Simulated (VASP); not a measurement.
Sb, 2 atoms in the cell. The cell holds a slab with vacuum, 2 atoms: a = 4.105 Å, b = 4.105 Å, c = 26.855 Å, α = 90.00°, β = 90.00°, γ = 120.00°. 

| Quantity | Value |
| --- | --- |
| Program | VASP 6.6.1 |
| Task | single point |
| Functional | r2SCAN |
| Potentials or basis | VASP PAW PBE potentials, release 64 (Sb) |
| Cutoff | 520 eV |
| k mesh | 6 × 6 × 1 |
| Occupations | gaussian, width 0.01 eV |
| Spin | no spin polarisation |
| Dipole correction | yes |
| Further INCAR settings | ALGO = Normal; EDIFF = 1e-06; NBANDS = 12 |

Potentials or basis: VASP PAW PBE potentials, release 64 (Sb).

Run with:

```sh
$ cat potpaw_PBE.64/Sb/POTCAR > POTCAR
$ cp INCAR.step1 INCAR
$ mpirun -np 1 vasp_std > vasp.out
$ cp INCAR.step2 INCAR
$ mpirun -np 1 vasp_std > vasp.out
```

Hardware: 1 thread of Intel(R) Xeon(R) 6975P-C (Granite Rapids), on a shared host.

**Question.** How long does it take, and how much memory?

**Answer.** Run time: 100 s on 1 thread of Intel(R) Xeon(R) 6975P-C (Granite Rapids), on a shared host, peak memory 0.49 GiB. Counts: k points 7.
